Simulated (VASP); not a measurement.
# InP (F-43m) in VASP: a series of runs

InP is run at these levels: r2SCAN; tasks: single point.

Program: VASP 6.6.1. These are calculated values, not measurements. Logs are shortened: lines on timing, memory, paths and dates and some standing lists are left out, and cuts for length are marked.

## 1. The cell of the first run

The structure is cubic, space group F-43m (No. 216). Conventional cell: a = 5.939 Å, b = 5.939 Å, c = 5.939 Å, α = 90.00°, β = 90.00°, γ = 90.00°. In (site symmetry -43m) has 4 P at 2.57 Å within 3.4 Å. Within 3.4 Å of P (site symmetry -43m) lie 4 In at 2.57 Å.

## 2. Single point, r2SCAN

Input file POSCAR:

```
InP
1.0
    0.0000000000      2.9694388578      2.9694388578
    2.9694388578      0.0000000000      2.9694388578
    2.9694388578      2.9694388578      0.0000000000
In P
1 1
Direct
    0.0000000000      0.0000000000      0.0000000000
    0.2500000000      0.2500000000      0.2500000000
```

Input file INCAR.step1:

```
ALGO = Normal
EDIFF = 1E-4
ENCUT = 520
GGA = PE
ISMEAR = 0
LASPH = T
LCHARG = F
LREAL = F
LWAVE = T
NBANDS = 16
NELM = 60
PREC = Accurate
SIGMA = 0.02
```

Input file INCAR.step2:

```
ALGO = Normal
EDIFF = 1E-6
ENCUT = 520
ISIF = 2
ISMEAR = 0
ISTART = 1
LASPH = T
LCHARG = T
LELF = T
LMIXTAU = T
LREAL = F
LVHAR = T
LWAVE = F
METAGGA = R2SCAN
NBANDS = 16
NELM = 60
PREC = Accurate
SIGMA = 0.02
```

Input file KPOINTS:

```
k-points
0
Gamma
  8 8 8
```

Potentials or basis: VASP PAW PBE potentials, release 64 (In_d, P).

The run is started by

```console
cat potpaw_PBE.64/In_d/POTCAR potpaw_PBE.64/P/POTCAR > POTCAR
cp INCAR.step1 INCAR
mpirun -np 1 vasp_std > vasp.out
cp INCAR.step2 INCAR
mpirun -np 1 vasp_std > vasp.out
```

OUTCAR:

```text
EDIFF = 1E-6
   ENCUT = 520
   ISIF = 2
   ISMEAR = 0
   ISTART = 1
   LASPH = T
   LREAL = F
   METAGGA = R2SCAN
   NELM = 60
   PREC = Accurate

 ion  position               nearest neighbor table
   1  0.000  0.000  0.000-   2 2.57   2 2.57   2 2.57   2 2.57
   2  0.250  0.250  0.250-   1 2.57   1 2.57   1 2.57   1 2.57

  LATTYP: Found a face centered cubic cell.
 ALAT       =     5.9388777156

  Lattice vectors:

 A1 = (   0.0000000000,   2.9694388578,   2.9694388578)
 A2 = (   2.9694388578,   0.0000000000,   2.9694388578)
 A3 = (   2.9694388578,   2.9694388578,   0.0000000000)

Analysis of symmetry for initial positions (statically):
=====================================================================
 Subroutine PRICEL returns:
 Original cell was already a primitive cell.

 Routine SETGRP: Setting up the symmetry group for a
 face centered cubic supercell.

 Subroutine GETGRP returns: Found 24 space group operations
 (whereof 24 operations were pure point group operations)
 out of a pool of 48 trial point group operations.

The static configuration has the point symmetry T_d .

Analysis of symmetry for dynamics (positions and initial velocities):
=====================================================================
 Subroutine PRICEL returns:
 Original cell was already a primitive cell.

 Routine SETGRP: Setting up the symmetry group for a
 face centered cubic supercell.

 Subroutine GETGRP returns: Found 24 space group operations
 (whereof 24 operations were pure point group operations)
 out of a pool of 48 trial point group operations.

The dynamic configuration has the point symmetry T_d .

 Subroutine INISYM returns: Found 24 space group operations
 (whereof 24 operations are pure point group operations),
 and found     1 'primitive' translations

----------------------------------------------------------------------------------------

                                     Primitive cell

  volume of cell :      52.3665

  direct lattice vectors                    reciprocal lattice vectors
     0.000000000  2.969438858  2.969438858    -0.168381982  0.168381982  0.168381982
     2.969438858  0.000000000  2.969438858     0.168381982 -0.168381982  0.168381982
     2.969438858  2.969438858  0.000000000     0.168381982  0.168381982 -0.168381982

  length of vectors
     4.199420705  4.199420705  4.199420705     0.291646148  0.291646148  0.291646148

  position of ions in fractional coordinates (direct lattice)
[... 73 lines left out ...]
   ISPIN  =      1    spin polarized calculation?
   LNONCOLLINEAR =      F non collinear calculations
   LSORBIT =      F    spin-orbit coupling
   LASPH  =      T    aspherical Exc in radial PAW
   ENCUT  =  520.0 eV  38.22 Ry    6.18 a.u.   7.81  7.81  7.81*2*pi/ulx,y,z
   NELM   =     60;   NELMIN=  2; NELMDL=  0     # of ELM steps
   EDIFF  = 0.1E-05   stopping-criterion for ELM
   LREAL  =      F    real-space projection
   EDIFFG = 0.1E-04   stopping-criterion for IOM
   NSW    =      0    number of steps for IOM
   IBRION =     -1    ionic relax: 0-MD 1-quasi-New 2-CG
   NFREE  =      0    steps in history (QN), initial steepest desc. (CG)
   ISIF   =      2    stress and relaxation
   ISYM   =      2    0-nonsym 1-usesym 2-fastsym
   POTIM  = 0.5000    time-step for ionic-motion
   TEBEG  =    0.0;   TEEND  =   0.0 temperature during run
   PSTRESS=    0.0 pullay stress
   NELECT =      18.0000    total number of electrons
   NUPDOWN=      -1.0000    fix difference up-down
   EMIN   =  10.00;   EMAX   =-10.00  energy-range for DOS
   EFERMI =   0.00;   METHOD = LEGACY
   ISMEAR =     0;   SIGMA  =   0.02  broadening in eV -4-tet -1-fermi 0-gaus
   EFERMI_NEDOS =   21; number of points for ismear=-14 and -15
   IALGO  =     38    algorithm
   IMIX   =      4    mixing-type and parameters
     AMIX     =   0.40;   BMIX     =  1.00
     AMIX_MAG =   1.60;   BMIX_MAG =  1.00
  volume/ion in A,a.u.               =      26.18       176.69
  Fermi-wavevector in a.u.,A,eV,Ry     =   1.146783  2.167106 17.893178  1.315111
  Thomas-Fermi vector in A             =   2.283466
   LORBIT       =      0    0 simple, 1 ext, 2 COOP (PROOUT), +10 PAW based schemes
   METAGGA = R2SCAN    functional components
   LHFCALC =     F    Hartree Fock is set to
   AEXX    =    0.0000 exact exchange contribution
   IVDW    =     0    specifies the selected vdW correction
   LEPSILON=     F    determine dielectric tensor
   LRPA    =     F    only Hartree local field effects (RPA)
 non-spin polarized calculation
 Gauss-broadening in eV      SIGMA  =   0.02
  energy-cutoff  :      520.00
  volume of cell :       52.37
 maximum number of plane-waves:      1424
   NGX = 15   NGY = 15   NGZ = 15

 number of electron      18.0000007 magnetization

 Free energy of the ion-electron system (eV)
  ---------------------------------------------------
  ext. energy  EPLUGINS =         0.00000000
  ---------------------------------------------------
  free energy    TOTEN  =       -32.29424690 eV

  energy without entropy =      -32.29424690  energy(sigma->0) =      -32.29424690

 E-fermi :   4.7416     XC(G=0):  -9.6970

 val. band max:        4.5857027433   @ k =   0.0000   0.0000   0.0000
 cond. band min:       5.5225590122   @ k =   0.0000   0.0000   0.0000
 fundamental gap:      0.9368562690
 Fermi energy:         4.7415588737

 k-point     1 :       0.0000    0.0000    0.0000
  band No.  band energies     occupation
      1      -9.9996      2.00000
      2      -9.9995      2.00000
      3      -9.9995      2.00000
      4      -9.8411      2.00000
      5      -9.8411      2.00000
      6      -7.1423      2.00000
[... 433 lines left out ...]
      3      -9.9337      2.00000
      4      -9.8462      2.00000
      5      -9.8292      2.00000
      6      -5.1611      2.00000
[... 8 lines left out ...]
     15      15.7624      0.00000
     16      16.3988      0.00000

 [... further k-points ...]
[... 5 lines left out ...]
  --------------------------------------------------------------------------------------
  -------------------------------------------------------------------------------------
  Total       -0.3806098     -0.3806098     -0.3806098     -0.0000000      0.0000000     -0.0000000
  in kB      -11.6449438    -11.6449438    -11.6449438     -0.0000000      0.0000000     -0.0000000
  external PRESSURE =     -11.6449438 kB  Pullay stress =       0.0000000 kB

 VOLUME and BASIS-vectors are now :
 -----------------------------------------------------------------------------
  energy-cutoff  :      520.00
  volume of cell :       52.37
      direct lattice vectors                 reciprocal lattice vectors
     0.000000000  2.969438858  2.969438858    -0.168381982  0.168381982  0.168381982
     2.969438858  0.000000000  2.969438858     0.168381982 -0.168381982  0.168381982
     2.969438858  2.969438858  0.000000000     0.168381982  0.168381982 -0.168381982

 POSITION                                       TOTAL-FORCE (eV/Angst)
 -----------------------------------------------------------------------------------
      0.00000      0.00000      0.00000         0.000000     -0.000000     -0.000000
      1.48472      1.48472      1.48472        -0.000000      0.000000      0.000000
 -----------------------------------------------------------------------------------
    total drift:                               -0.000003     -0.000003     -0.000003

  FREE ENERGIE OF THE ION-ELECTRON SYSTEM (eV)
  ---------------------------------------------------
  free  energy   TOTEN  =       -32.2942469011 eV

  energy  without entropy=      -32.2942469011  energy(sigma->0) =      -32.29424690
```

OUTCAR.step1:

```text
EDIFF = 1E-4
   ENCUT = 520
   GGA = PE
   ISMEAR = 0
   LASPH = T
[... 676 lines left out ...]
 -----------------------------------------------------------------------------------
      0.00000      0.00000      0.00000        -0.000000     -0.000000     -0.000000
      1.48472      1.48472      1.48472         0.000000      0.000000      0.000000
 -----------------------------------------------------------------------------------
    total drift:                               -0.000000     -0.000000     -0.000000

  FREE ENERGIE OF THE ION-ELECTRON SYSTEM (eV)
  ---------------------------------------------------
  free  energy   TOTEN  =        -8.4051818758 eV

  energy  without entropy=       -8.4051818758  energy(sigma->0) =       -8.40518188
```

Run time: 31 s. Hardware: 1 thread of Intel Xeon 6975P-C (Granite Rapids), shared host; peak memory 0.19 GiB.

Results:

| Property | Result |
| --- | --- |
| Free energy | -32.2942 eV |
| Pressure | -1.2 GPa |
| Band gap on the k mesh | 0.94 eV |

Caveat: the PAW data sets were made with another functional, which shifts forces and pressure a little; spin-orbit coupling is left out, which moves the levels of the heavy elements.

## 3. Single point, r2SCAN

POSCAR is that of step 2.

Input file INCAR.step1:

```
SYSTEM = InP
ALGO = Normal
EDIFF = 1E-4
ENCUT = 520
GGA = PE
ISMEAR = 0
LASPH = .TRUE.
LCHARG = .FALSE.
LREAL = .FALSE.
LWAVE = .TRUE.
NBANDS = 16
NELM = 60
PREC = Accurate
SIGMA = 0.02
```

Input file INCAR.step2:

```
SYSTEM = InP
ALGO = Normal
EDIFF = 1E-6
ENCUT = 520
ISIF = 2
ISMEAR = 0
ISTART = 1
LASPH = .TRUE.
LCHARG = .FALSE.
LMIXTAU = .TRUE.
LREAL = .FALSE.
LWAVE = .FALSE.
METAGGA = R2SCAN
NBANDS = 16
NELM = 60
PREC = Accurate
SIGMA = 0.02
```

Input file KPOINTS:

```
k-points
0
G
  8 8 8
  0 0 0
```

Potentials or basis: VASP PAW PBE potentials, release 64 (In_d, P).

The run is started by

```console
cat potpaw_PBE.64/In_d/POTCAR potpaw_PBE.64/P/POTCAR > POTCAR
cp INCAR.step1 INCAR
mpirun -np 1 vasp_std > vasp.out
cp INCAR.step2 INCAR
mpirun -np 1 vasp_std > vasp.out
```

OUTCAR:

```text
SYSTEM = InP
   EDIFF = 1E-6
   ENCUT = 520
   ISIF = 2
   ISMEAR = 0
   ISTART = 1
   LASPH = .TRUE.
   LREAL = .FALSE.
   METAGGA = R2SCAN
   NELM = 60
   PREC = Accurate

 ion  position               nearest neighbor table
   1  0.000  0.000  0.000-   2 2.57   2 2.57   2 2.57   2 2.57
   2  0.250  0.250  0.250-   1 2.57   1 2.57   1 2.57   1 2.57

  LATTYP: Found a face centered cubic cell.
 ALAT       =     5.9388777156

  Lattice vectors:

 A1 = (   0.0000000000,   2.9694388578,   2.9694388578)
 A2 = (   2.9694388578,   0.0000000000,   2.9694388578)
 A3 = (   2.9694388578,   2.9694388578,   0.0000000000)

Analysis of symmetry for initial positions (statically):
=====================================================================
 Subroutine PRICEL returns:
 Original cell was already a primitive cell.

 Routine SETGRP: Setting up the symmetry group for a
 face centered cubic supercell.

 Subroutine GETGRP returns: Found 24 space group operations
 (whereof 24 operations were pure point group operations)
 out of a pool of 48 trial point group operations.

The static configuration has the point symmetry T_d .

Analysis of symmetry for dynamics (positions and initial velocities):
[... 155 lines left out ...]
  free energy    TOTEN  =       -32.29424690 eV

  energy without entropy =      -32.29424690  energy(sigma->0) =      -32.29424690

 E-fermi :   4.7416     XC(G=0):  -9.6970

 val. band max:        4.5857027433   @ k =   0.0000   0.0000   0.0000
 cond. band min:       5.5225590122   @ k =   0.0000   0.0000   0.0000
 fundamental gap:      0.9368562690
 Fermi energy:         4.7415588737

 k-point     1 :       0.0000    0.0000    0.0000
  band No.  band energies     occupation
      1      -9.9996      2.00000
      2      -9.9995      2.00000
      3      -9.9995      2.00000
      4      -9.8411      2.00000
      5      -9.8411      2.00000
      6      -7.1423      2.00000
[... 433 lines left out ...]
      3      -9.9337      2.00000
      4      -9.8462      2.00000
      5      -9.8292      2.00000
      6      -5.1611      2.00000
[... 8 lines left out ...]
     15      15.7624      0.00000
     16      16.3988      0.00000

 [... further k-points ...]
[... 5 lines left out ...]
  --------------------------------------------------------------------------------------
  -------------------------------------------------------------------------------------
  Total       -0.3806098     -0.3806098     -0.3806098     -0.0000000      0.0000000     -0.0000000
  in kB      -11.6449438    -11.6449438    -11.6449438     -0.0000000      0.0000000     -0.0000000
  external PRESSURE =     -11.6449438 kB  Pullay stress =       0.0000000 kB

 VOLUME and BASIS-vectors are now :
 -----------------------------------------------------------------------------
  energy-cutoff  :      520.00
  volume of cell :       52.37
      direct lattice vectors                 reciprocal lattice vectors
     0.000000000  2.969438858  2.969438858    -0.168381982  0.168381982  0.168381982
     2.969438858  0.000000000  2.969438858     0.168381982 -0.168381982  0.168381982
     2.969438858  2.969438858  0.000000000     0.168381982  0.168381982 -0.168381982

 POSITION                                       TOTAL-FORCE (eV/Angst)
 -----------------------------------------------------------------------------------
      0.00000      0.00000      0.00000         0.000000     -0.000000     -0.000000
      1.48472      1.48472      1.48472        -0.000000      0.000000      0.000000
 -----------------------------------------------------------------------------------
    total drift:                               -0.000003     -0.000003     -0.000003

  FREE ENERGIE OF THE ION-ELECTRON SYSTEM (eV)
  ---------------------------------------------------
  free  energy   TOTEN  =       -32.2942469011 eV

  energy  without entropy=      -32.2942469011  energy(sigma->0) =      -32.29424690
```

OUTCAR.step1:

```text
SYSTEM = InP
   EDIFF = 1E-4
   ENCUT = 520
   GGA = PE
   ISMEAR = 0
   LASPH = .TRUE.
   LREAL = .FALSE.
[... 676 lines left out ...]
      0.00000      0.00000      0.00000        -0.000000     -0.000000     -0.000000
      1.48472      1.48472      1.48472         0.000000      0.000000      0.000000
 -----------------------------------------------------------------------------------
    total drift:                               -0.000000     -0.000000     -0.000000

  FREE ENERGIE OF THE ION-ELECTRON SYSTEM (eV)
  ---------------------------------------------------
  free  energy   TOTEN  =        -8.4051818758 eV

  energy  without entropy=       -8.4051818758  energy(sigma->0) =       -8.40518188
```

It took 30 s on 1 thread of Intel Xeon 6975P-C (Granite Rapids), shared host; peak memory 0.19 GiB.

What came out:

```
Free energy            : -32.2942 eV
Pressure               : -1.2 GPa
Band gap on the k mesh : 0.94 eV
```

Caveat: the PAW data sets were made with another functional, which shifts forces and pressure a little; spin-orbit coupling is left out, which moves the levels of the heavy elements.
